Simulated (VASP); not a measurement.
Input of a VASP 6.6.1 run:

Contents of POSCAR:

```
AlGa3N4
1.0
    4.3537108409      0.0000000000      0.0000000000
    0.0000000000      4.3537108409      0.0000000000
    0.0000000000      0.0000000000      4.5769780635
Al Ga N
1 3 4
Direct
    0.0000000000      0.0000000000      0.0000000000
    0.5000000000      0.5000000000      0.0000000000
    0.5000000000      0.0000000000      0.5000000000
    0.0000000000      0.5000000000      0.5000000000
    0.7553510553      0.7553510553      0.2446489447
    0.7553510553      0.2446489447      0.7553510553
    0.2446489447      0.7553510553      0.7553510553
    0.2446489447      0.2446489447      0.2446489447
```

Contents of INCAR.step1:

```
PREC = Accurate ; ENCUT = 520
ISMEAR = 0 ; SIGMA = 0.05
LREAL = F ; LASPH = T
NELM = 80 ; NBANDS = 41
GGA = PE ; ALGO = Normal
EDIFF = 1E-4 ; LWAVE = T
LCHARG = F
```

The input INCAR.step2:

```
PREC = Accurate ; ENCUT = 520
EDIFF = 1E-6 ; ISMEAR = 0
SIGMA = 0.05 ; LREAL = F
LASPH = T ; NELM = 80
ALGO = Normal ; ISIF = 2
LWAVE = F ; LCHARG = F
METAGGA = R2SCAN ; LMIXTAU = T
NBANDS = 41 ; ISTART = 1
```

File KPOINTS:

```
Automatic mesh
0
Gamma
  6 6 6
```

Potentials or basis: VASP PAW PBE potentials, release 64 (Al, Ga_d, N).

Run with:

```console
$ cat potpaw_PBE.64/Al/POTCAR potpaw_PBE.64/Ga_d/POTCAR potpaw_PBE.64/N/POTCAR > POTCAR
$ cp INCAR.step1 INCAR
$ mpirun -np 1 vasp_std > vasp.out
$ cp INCAR.step2 INCAR
$ mpirun -np 1 vasp_std > vasp.out
```

Task: Predict the pressure.

Result: 6.1 GPa.

Task: What does it give for the largest force?

Result: 0.101 eV/Å.

Task: Estimate the band gap on the k mesh.

Result: 2.91 eV, direct.

Stress tensor (GPa, compression positive):
```
8.63 0.00 0.00
0.00 8.63 0.00
0.00 0.00 1.12
```

Caveat: the cell differs from its parent crystal (strain -0.025 along x and y, +0.025 along z); the PAW data sets were made with another functional, which shifts forces and pressure a little.
